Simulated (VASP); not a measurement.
Crystal: AlP.

```
Al P
1.0
     3.85444    0.00000    0.00000
     1.92722    3.33804    0.00000
     1.92722    1.11268    3.14714
Al P
1 1
Direct
  0.00000 0.00000 0.00000
  0.25000 0.25000 0.25000
```

Base run:

* Program: VASP 6.6.1
* Functional: revPBE
* Potentials or basis: VASP PAW PBE potentials, release 64 (Al, P)
* Cutoff: 500 eV
* k mesh: 6 × 6 × 6
* Occupations: gaussian, width 0.01 eV
* Spin: no spin polarisation

Its results: band gap on the k mesh 1.62 eV, indirect (least direct gap 3.45 eV); pressure 3.8 GPa.

**Question.** The run is repeated on the same cell with these changes: functional from revPBE to BLYP. What comes out?

**Answer.** Band gap on the k mesh 1.83 eV, indirect (least direct gap 3.44 eV); pressure 5.3 GPa.

Caveats: the PAW data sets were made with another functional, which shifts forces and pressure a little.

A k mesh can miss the band edges.
